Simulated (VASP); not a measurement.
A run of VASP 6.6.1:

The input INCAR:

```
SYSTEM = Al
ALGO = Fast
EDIFF = 1E-7
ENCUT = 520
GGA = PE
ISIF = 2
ISMEAR = 0
LASPH = .True.
LCHARG = .False.
LREAL = .False.
LWAVE = .False.
NBANDS = 10
NELM = 60
PREC = Accurate
SIGMA = 0.1
```

KPOINTS

```
k-points
0
Gamma
  14 10 14
  0 0 0
```

File POSCAR:

```
Al
1.0
    2.8900430212      0.0000000000      0.0134522447
    0.0000000000      3.9474594790      0.0000000000
   -0.0131792124      0.0000000000      2.8891943322
Al
2
Direct
    1.2499912386      0.7500000000      0.7499978035
   -0.2499912386      0.2500000000      0.2500021965
```

Potentials or basis: VASP PAW PBE potentials, release 64 (Al).

Launch:

```bash
$ cat potpaw_PBE.64/Al/POTCAR > POTCAR
$ mpirun -np 1 vasp_std > vasp.out
```

Hardware: 1 thread of AMD EPYC 7R13 (shared host).

Task: Estimate the wall time of this run.

Result: It took 110 s on 1 thread of AMD EPYC 7R13, on a shared host, peak memory 0.27 GiB. Counts: scf iterations 13, k points 600.
